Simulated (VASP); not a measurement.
Runs of VASP 6.6.1 on NaRu. The structure is that of space group P-6m2 (No. 187), or close to it. The cells are those of the table. 

```csv
task,cell,k mesh,cutoff (eV),gap on the mesh (eV),pressure (GPa),relaxed volume (Å³/atom)
single point,"a = 2.703, b = 2.703, c = 5.231 Å, angles 90.0, 90.0, 120.0°, 2 atoms",24 × 24 × 12,520,none,-0.1,-
relaxation of cell and atoms,"relaxed from a = 2.707, b = 2.707, c = 5.218 Å, angles 90.0, 90.0, 120.0°, 2 atoms",24 × 24 × 12,600,none,0.0,16.55
single point,"a = 2.707, b = 2.707, c = 5.218 Å, angles 90.0, 90.0, 120.0°, 2 atoms",6 × 6 × 4,520,none,0.1,-
relaxation of cell and atoms,"relaxed from a = 3.002, b = 3.002, c = 4.502 Å, angles 90.0, 90.0, 120.0°, 2 atoms",6 × 6 × 4,600,none,-0.1,(a)
```

Alike in all rows: level PBE; potentials or basis VASP PAW PBE potentials, release 64 (Na_pv, Ru_pv); no spin polarisation; smearing gaussian 0.1 eV.

Question: Estimate the missing entries.

Answer: (a) 16.58.

Caveats: some runs use coarse meshes; a cell axis changed by over 15 % at a fixed basis, so the end point is rough (at least some runs).

A k mesh can miss the band edges, and the runs leave out spin-orbit coupling on Ru.

A gap of «none» marks levels without a gap at the run's occupations.
